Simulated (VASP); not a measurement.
Input of a VASP 6.6.1 run:

INCAR

```
ALGO = Normal
EDIFF = 1E-6
ENCUT = 520
GGA = PE
ISIF = 2
ISMEAR = 0
LASPH = True
LCHARG = True
LELF = True
LREAL = False
LVHAR = True
LWAVE = False
NBANDS = 24
NELM = 100
PREC = Accurate
SIGMA = 0.1
```

The input KPOINTS:

```
k-points
0
Gamma
  10 10 10
```

File POSCAR:

```
Os3C2
1.0
    4.0032890892      0.0000000000      0.0000000000
    0.0000000000      4.0032890892      0.0000000000
    0.0000000000      0.0000000000      4.0032890892
Os C
3 2
Direct
    0.5000000000      0.0000000000      0.0000000000
    0.0000000000      0.5000000000      0.0000000000
    0.0000000000      0.0000000000      0.5000000000
    0.5000000000      0.5000000000      0.5000000000
    0.0000000000      0.0000000000      0.0000000000
```

Potentials or basis: VASP PAW PBE potentials, release 64 (Os, C).

Command:

```bash
$ cat potpaw_PBE.64/Os/POTCAR potpaw_PBE.64/C/POTCAR > POTCAR
$ mpirun -np 1 vasp_std > vasp.out
```

(1) Estimate the pressure.

(2) What does it give for the band gap on the k mesh?

Results:

(1) 1.6 GPa.

(2) zero (bands 16 and 17 overlap by 0.95 eV).

Caveat: spin-orbit coupling is left out, which moves the levels of the heavy elements.
